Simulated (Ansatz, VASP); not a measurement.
One calculation of Pb, two programs

```
Pb
1.0
     3.26474    0.00000    0.00000
     0.00000    3.26474    0.00000
     0.00000    0.00000    3.26474
Pb
1
Cartesian
  0.0000 0.0000 0.0000
```

Alike in both runs: functional PBE; k mesh 13 × 13 × 13; occupations fermi-dirac, width 0.05 eV; non-collinear spin, spin-orbit coupling.

Ansatz relaxed the structure, and its values are those at the end. VASP's run is a single point on that final structure, the one shown.

```csv
,VASP,Ansatz
version,VASP 6.6.1,Ansatz 0.2.0
potentials or method,"VASP PAW PBE potentials, release 64 (Pb_d), cutoff 520 eV",all-electron LAPW
```

|  | VASP | Ansatz | Ansatz less VASP |
| --- | --- | --- | --- |
| pressure (GPa) | 0.0 | 0.0 | 0.00 |
| net moment per atom (μB) | 0.00 | 0.00 | 0.000 |

Ansatz ran all-electron here, and VASP with PAW potentials.
